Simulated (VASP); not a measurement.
Input of a VASP 6.6.1 run:

File POSCAR:

```
Na
1.0
   -2.1116455575      2.1116455575      2.1116455575
    2.1116455575     -2.1116455575      2.1116455575
    2.1116455575      2.1116455575     -2.1116455575
Na
1
Direct
    0.0000000000      0.0000000000      0.0000000000
```

The input INCAR.step1:

```
SYSTEM = Na
PREC = Accurate
ENCUT = 520
ISMEAR = 0
SIGMA = 0.1
LREAL = .False.
LASPH = .True.
NELM = 80
NBANDS = 10
GGA = PE
ALGO = Normal
EDIFF = 1E-4
LWAVE = .True.
LCHARG = .False.
```

INCAR.step2

```
SYSTEM = Na
PREC = Accurate
ENCUT = 520
EDIFF = 1E-6
ISMEAR = 0
SIGMA = 0.1
LREAL = .False.
LASPH = .True.
NELM = 80
ALGO = Normal
ISIF = 2
LWAVE = .False.
LCHARG = .False.
METAGGA = R2SCAN
LMIXTAU = .True.
NBANDS = 10
ISTART = 1
```

File KPOINTS:

```
Automatic mesh
0
Gamma
  14 14 14
  0 0 0
```

Potentials or basis: VASP PAW PBE potentials, release 64 (Na_pv).

Command:

```sh
$ cat potpaw_PBE.64/Na_pv/POTCAR > POTCAR
$ cp INCAR.step1 INCAR
$ mpirun -np 1 vasp_std > vasp.out
$ cp INCAR.step2 INCAR
$ mpirun -np 1 vasp_std > vasp.out
```

**Question.** Estimate the band gap on the k mesh.

**Answer.** Zero (an odd number of electrons rules out a gap without spin polarisation).

**Question.** Estimate the pressure.

**Answer.** 0.1 GPa.

Caveat: the PAW data sets were made with another functional, which shifts forces and pressure a little.
